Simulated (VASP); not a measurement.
# CdS (F-43m) in VASP: settings compared, part 2 of 2

VASP 6.6.1. Earlier steps stand in the parts before.

**5. Relaxation of cell and atoms, r2SCAN**

Contents of POSCAR:

```
CdS
1.0
    0.0000000000      2.9165000000      2.9165000000
    2.9165000000      0.0000000000      2.9165000000
    2.9165000000      2.9165000000      0.0000000000
Cd S
1 1
Direct
    0.0000000000      0.0000000000      0.0000000000
    0.7500000000      0.7500000000      0.7500000000
```

Contents of INCAR.step1:

```
  ALGO = Normal
  EDIFF = 1E-7
  EDIFFG = -0.005
  EFERMI = MIDGAP
  ENCUT = 600
  GGA_COMPAT = False
  IBRION = 2
  ISIF = 3
  ISMEAR = 0
  LASPH = True
  LCHARG = False
  LMIXTAU = True
  LREAL = False
  LWAVE = False
  METAGGA = R2SCAN
  NELM = 120
  NELMIN = 4
  NSW = 60
  PREC = Accurate
  SIGMA = 0.03
```

Contents of INCAR.step3:

```
  ALGO = Normal
  EDIFF = 1E-7
  EFERMI = MIDGAP
  ENCUT = 600
  GGA_COMPAT = False
  ISIF = 2
  ISMEAR = 0
  LASPH = True
  LCHARG = False
  LMIXTAU = True
  LREAL = False
  LWAVE = False
  METAGGA = R2SCAN
  NELM = 120
  PREC = Accurate
  SIGMA = 0.03
```

Contents of KPOINTS:

```
k-points
0
Gamma
  7 7 7
```

Potentials or basis: VASP PAW PBE potentials, release 64 (Cd_sv_GW, S_GW).

Command:

```
> cat potpaw_PBE.64/Cd_sv_GW/POTCAR potpaw_PBE.64/S_GW/POTCAR > POTCAR
> cp INCAR.step1 INCAR
> cp POSCAR.step1 POSCAR
> mpirun -np 1 vasp_std > vasp.out
> cp CONTCAR POSCAR
> mpirun -np 1 vasp_std > vasp.out
> cp CONTCAR POSCAR
> cp INCAR.step3 INCAR
> mpirun -np 1 vasp_std > vasp.out
```

OUTCAR:

```text
EDIFF = 1E-7
   EFERMI = MIDGAP
   ENCUT = 600
   ISIF = 2
   ISMEAR = 0
   LASPH = True
   LREAL = False
   METAGGA = R2SCAN
   NELM = 120
   PREC = Accurate

 Found     20 irreducible k-points:

 Following reciprocal coordinates:
            Coordinates               Weight
  0.000000  0.000000  0.000000      1.000000
  0.142857  0.000000  0.000000      8.000000
  0.285714  0.000000  0.000000      8.000000
  0.428571  0.000000  0.000000      8.000000
  0.142857  0.142857  0.000000      6.000000
  0.285714  0.142857  0.000000     24.000000
   k-points           NKPTS =     20   k-points in BZ     NKDIM =     20   number of bands    NBANDS=     17
   number of dos      NEDOS =    301   number of ions     NIONS =      2
   total plane-waves  NPLWV =  46656
   dimension x,y,z NGX =    36 NGY =   36 NGZ =   36
   dimension x,y,z NGXF=    72 NGYF=   72 NGZF=   72
   ions per type =               1   1
   NGX,Y,Z   is equivalent  to a cutoff of  14.43, 14.43, 14.43 a.u.
   NGXF,Y,Z  is equivalent  to a cutoff of  28.86, 28.86, 28.86 a.u.
 SYSTEM =  unknown system
   PREC   = accura    normal or accurate (medium, high low for compatibility)
   ISTART =      0    job   : 0-new  1-cont  2-samecut
   ICHARG =      2    charge: 1-file 2-atom 10-const
   ISPIN  =      1    spin polarized calculation?
   LNONCOLLINEAR =      F non collinear calculations
   LSORBIT =      F    spin-orbit coupling
   LASPH  =      T    aspherical Exc in radial PAW
   ENCUT  =  600.0 eV  44.10 Ry    6.64 a.u.   8.28  8.28  8.28*2*pi/ulx,y,z
   NELM   =    120;   NELMIN=  2; NELMDL=  0     # of ELM steps
   EDIFF  = 0.1E-06   stopping-criterion for ELM
   LREAL  =      F    real-space projection
   EDIFFG = 0.1E-05   stopping-criterion for IOM
   NSW    =      0    number of steps for IOM
   IBRION =     -1    ionic relax: 0-MD 1-quasi-New 2-CG
   NFREE  =      0    steps in history (QN), initial steepest desc. (CG)
   ISIF   =      2    stress and relaxation
   ISYM   =      2    0-nonsym 1-usesym 2-fastsym
   POTIM  = 0.5000    time-step for ionic-motion
   TEBEG  =    0.0;   TEEND  =   0.0 temperature during run

   SCALEE = 1.0000    scale energy and forces
   PSTRESS=    0.0 pullay stress
   NELECT =      26.0000    total number of electrons
   NUPDOWN=      -1.0000    fix difference up-down
   EMIN   =  10.00;   EMAX   =-10.00  energy-range for DOS
   EFERMI =   0.00;   METHOD = MIDGAP
   ISMEAR =     0;   SIGMA  =   0.03  broadening in eV -4-tet -1-fermi 0-gaus
   EFERMI_NEDOS =   21; number of points for ismear=-14 and -15
   IALGO  =     38    algorithm
   IMIX   =      4    mixing-type and parameters
     AMIX     =   0.40;   BMIX     =  1.00
     AMIX_MAG =   1.60;   BMIX_MAG =  1.00
  volume/ion in A,a.u.               =      25.21       170.15
  Fermi-wavevector in a.u.,A,eV,Ry     =   1.312745  2.480729 23.446919  1.723300
  Thomas-Fermi vector in A             =   2.443116
   LORBIT       =      0    0 simple, 1 ext, 2 COOP (PROOUT), +10 PAW based schemes
   METAGGA = R2SCAN    functional components
   LHFCALC =     F    Hartree Fock is set to
   AEXX    =    0.0000 exact exchange contribution
   IVDW    =     0    specifies the selected vdW correction
   LEPSILON=     F    determine dielectric tensor
   LRPA    =     F    only Hartree local field effects (RPA)

   CSHIFT  =0.1000    complex shift for real part using Kramers Kronig

   OMEGAMAX=  -1.0    maximum frequency
 non-spin polarized calculation
 Gauss-broadening in eV      SIGMA  =   0.03
  energy-cutoff  :      600.00
  volume of cell :       50.43
 maximum number of plane-waves:      1696
 NGX is ok and might be reduce to    36
   NGX = 17   NGY = 17   NGZ = 17

 number of electron      26.0000003 magnetization

 Free energy of the ion-electron system (eV)
  ---------------------------------------------------
  ext. energy  EPLUGINS =         0.00000000
  ---------------------------------------------------
  free energy    TOTEN  =       -29.74810134 eV

  energy without entropy =      -29.74810134  energy(sigma->0) =      -29.74810134

 E-fermi :   3.2097     XC(G=0):  -9.7823

 val. band max:        2.4267900819   @ k =   0.0000   0.0000   0.0000
 cond. band min:       3.9925252583   @ k =   0.0000   0.0000   0.0000
 fundamental gap:      1.5657351764
 Fermi energy:         3.2096576701

 k-point     1 :       0.0000    0.0000    0.0000
  band No.  band energies     occupation
      1    -101.6510      2.00000
      2     -61.8121      2.00000
      3     -61.8121      2.00000
      4     -61.8121      2.00000
      5     -10.3365      2.00000
      6      -5.5077      2.00000
[... 9 lines left out ...]
     16       9.5012      0.00000
     17       9.5012      0.00000
[... 81 lines left out ...]
 k-point     6 :       0.2857    0.1429    0.0000
  band No.  band energies     occupation
      1    -101.6510      2.00000
      2     -61.8124      2.00000
      3     -61.8122      2.00000
      4     -61.8122      2.00000
      5     -10.0908      2.00000
      6      -5.4135      2.00000
[... 9 lines left out ...]
     16      10.1340      0.00000
     17      10.5588      0.00000

 [... further k-points ...]

------------------------ aborting loop because EDIFF is reached ----------------------------------------

  FORCE on cell =-STRESS in cart. coord.  units (eV):
  Direction    XX          YY          ZZ          XY          YZ          ZX
  --------------------------------------------------------------------------------------
  -------------------------------------------------------------------------------------
  Total        0.0015590      0.0015590      0.0015590      0.0000000      0.0000000     -0.0000000
  in kB        0.0495350      0.0495350      0.0495350      0.0000000      0.0000000     -0.0000000
  external PRESSURE =       0.0495350 kB  Pullay stress =       0.0000000 kB

 VOLUME and BASIS-vectors are now :
 -----------------------------------------------------------------------------
  energy-cutoff  :      600.00
  volume of cell :       50.43
      direct lattice vectors                 reciprocal lattice vectors
     0.000000000  2.932303013  2.932303013    -0.170514438  0.170514438  0.170514438
     2.932303013  0.000000000  2.932303013     0.170514438 -0.170514438  0.170514438
     2.932303013  2.932303013  0.000000000     0.170514438  0.170514438 -0.170514438

 POSITION                                       TOTAL-FORCE (eV/Angst)
 -----------------------------------------------------------------------------------
      0.00000      0.00000      0.00000        -0.000000     -0.000000     -0.000000
      4.39845      4.39845      4.39845         0.000000      0.000000      0.000000
 -----------------------------------------------------------------------------------
    total drift:                               -0.000000     -0.000000     -0.000000

  FREE ENERGIE OF THE ION-ELECTRON SYSTEM (eV)
  ---------------------------------------------------
  free  energy   TOTEN  =       -29.7481013447 eV

  energy  without entropy=      -29.7481013447  energy(sigma->0) =      -29.74810134
```

OUTCAR.step2:

```text
EDIFF = 1E-7
   EDIFFG = -0.005
   EFERMI = MIDGAP
   ENCUT = 600
   IBRION = 2
   ISIF = 3
   ISMEAR = 0
   LASPH = True
   LREAL = False
[... 306 lines left out ...]
  -------------------------------------------------------------------------------------
  Total        0.0015681      0.0015681      0.0015681      0.0000000      0.0000000     -0.0000000
  in kB        0.0498215      0.0498215      0.0498215      0.0000000      0.0000000     -0.0000000
  external PRESSURE =       0.0498215 kB  Pullay stress =       0.0000000 kB
[... 17 lines left out ...]
  FREE ENERGIE OF THE ION-ELECTRON SYSTEM (eV)
  ---------------------------------------------------
  free  energy   TOTEN  =       -29.7480802620 eV

  energy  without entropy=      -29.7480802620  energy(sigma->0) =      -29.74808026

 reached required accuracy - stopping structural energy minimisation
```

Run time: 18 min. Hardware: 1 thread of AMD EPYC 7R13 (Zen 3), shared host; peak memory 0.22 GiB.

Results:

```yaml
Free_energy: -29.7481 eV
Relaxed_volume: 25.21 Å³/atom
Relaxed_cell: a = 4.147 Å, b = 4.147 Å, c = 4.147 Å, α = 60.00°, β = 60.00°, γ = 60.00°
Space_group_after_relaxing_to_0.1_Å: F-43m (No. 216)
Energy_gained_by_relaxing: 2.2 meV/atom
Ionic_steps: 6
Pressure_after_relaxing: 0.0 GPa
Band_gap_on_the_k_mesh: 1.57 eV
```

The path:
```csv
step,energy change (eV),largest force (eV/Å),pressure (GPa),volume (Å³)
1,0.0000,0.0000,1.05,49.62
2,-0.0018,0.0000,-0.53,50.80
3,-0.0025,0.0000,0.01,50.38
4,-0.0044,0.0000,0.07,50.38
5,-0.0045,0.0000,-0.05,50.47
6,-0.0045,0.0000,0.00,50.43
```

Final structure:
```
Cd S
1.0
     0.00000    2.93230    2.93230
     2.93230    0.00000    2.93230
     2.93230    2.93230    0.00000
Cd S
1 1
Direct
  0.00000 0.00000 0.00000
  0.75000 0.75000 0.75000
```

Caveat: the PAW data sets were made with another functional, which shifts forces and pressure a little. Zero-point motion and thermal expansion aren't in these numbers.

**6. Single point, PBEsol-based screened hybrid with 25 % exact exchange**

This run uses another cell than the first one, of 23.32 Å³/atom.

Contents of POSCAR:

```
CdS
1.0
    0.0000000000      2.8569628861      2.8569628861
    2.8569628861      0.0000000000      2.8569628861
    2.8569628861      2.8569628861      0.0000000000
Cd S
1 1
Direct
    0.0000000000      0.0000000000      0.0000000000
    0.7500000000      0.7500000000      0.7500000000
```

Contents of INCAR.step1:

```
PREC = Accurate
ENCUT = 520
EDIFF = 1E-5
ISMEAR = -1
SIGMA = 0.05
LREAL = F
LASPH = T
NELM = 100
ALGO = Normal
ISIF = 2
LWAVE = T
LCHARG = F
NBANDS = 16
GGA = PE
```

Contents of INCAR.step2:

```
PREC = Accurate
ENCUT = 520
EDIFF = 1E-7
ISMEAR = -1
SIGMA = 0.05
LREAL = F
LASPH = T
NELM = 100
ALGO = Normal
ISIF = 2
LWAVE = F
LCHARG = F
GGA = PS
LHFCALC = T
AEXX = 0.25
HFSCREEN = 0.207
PRECFOCK = Normal
NBANDS = 16
ISTART = 1
```

Contents of KPOINTS:

```
regular mesh
0
Gamma
  4 4 4
```

Potentials or basis: VASP PAW PBE potentials, release 64 (Cd, S).

Command:

```
> cat potpaw_PBE.64/Cd/POTCAR potpaw_PBE.64/S/POTCAR > POTCAR
> cp INCAR.step1 INCAR
> mpirun -np 1 vasp_std > vasp.out
> cp INCAR.step2 INCAR
> mpirun -np 1 vasp_std > vasp.out
```

It took 8.3 min on 1 thread of Intel Xeon Platinum 8259CL at 2.50GHz (Skylake/Cascade Lake), shared host; peak memory 0.27 GiB.

It converged, with:

* Free energy: -8.0182 eV
* Pressure: 4.6 GPa
* Band gap on the k mesh: 2.18 eV

Levels at points of the mesh, in eV from the valence-band top:
```tsv
k point	band 6	band 7	band 8	band 9	band 10	band 11	band 12	band 13
(0.00, 0.00, 0.00)	-8.53	0.00	0.00	0.00	2.18	7.60	7.60	7.60
(0.50, 0.00, 0.00)	-8.05	-5.19	-0.92	-0.92	4.08	8.06	8.06	8.73
(0.50, 0.50, 0.00)	-7.96	-4.59	-2.29	-2.29	4.19	5.42	10.75	12.57
```

Caveat: the k points lie up to 0.48 Å⁻¹ apart; the PAW data sets were made with another functional, which shifts forces and pressure a little.

**7. The runs side by side**

| task | level | potentials or basis | spin | cell | k mesh | cutoff (eV) | smearing | grid for exact exchange (PRECFOCK) | share of exact exchange | screening parameter | dipole correction | tolerance level | gap on the mesh (eV) | pressure (GPa) |
| --- | --- | --- | --- | --- | --- | --- | --- | --- | --- | --- | --- | --- | --- | --- |
| single point | HSE06 | VASP PAW PBE potentials, release 64 (Cd, S) | SOC, no magnetisation | a = 4.125 Å, angles 60.0°, 2 atoms | 6 × 6 × 6 | 520 | gaussian 0.02 eV | Fast | 0.25 | 0.2 1/Å | - | - | - | 2.0 |
| single point | HSE06 | VASP PAW PBE potentials, release 64 (Cd, S) | off | a = 4.125 Å, angles 60.0°, 2 atoms | 4 × 4 × 4 | 520 | fermi-dirac 0.05 eV | Normal | 0.25 | 0.2079 1/Å | no | - | 2.18 | 2.2 |
| single point | PBE0 | VASP PAW PBE potentials, release 64 (Cd, S) | off | a = 4.125 Å, angles 60.0°, 2 atoms | 4 × 4 × 4 | 520 | fermi-dirac 0.05 eV | Normal | 0.25 | - | no | - | 2.90 | 1.9 |
| relaxation of cell and atoms | r2SCAN | VASP PAW PBE potentials, release 64 (Cd_sv_GW, S_GW) | off | relaxed from a = 4.125 Å, angles 60.0°, 2 atoms | 7 × 7 × 7 | 600 | gaussian 0.03 eV | - | - | - | - | standard | 1.57 | 0.0 |
| single point | PBEsol-based screened hybrid with 25 % exact exchange | VASP PAW PBE potentials, release 64 (Cd, S) | off | a = 4.040 Å, angles 60.0°, 2 atoms | 4 × 4 × 4 | 520 | fermi-dirac 0.05 eV | Normal | 0.25 | 0.207 1/Å | no | - | 2.18 | 4.6 |

Caveats: some runs use coarse meshes; the PAW data sets were made with another functional, which shifts forces and pressure a little.

Absolute energies hang on the potentials; compare differences alone.
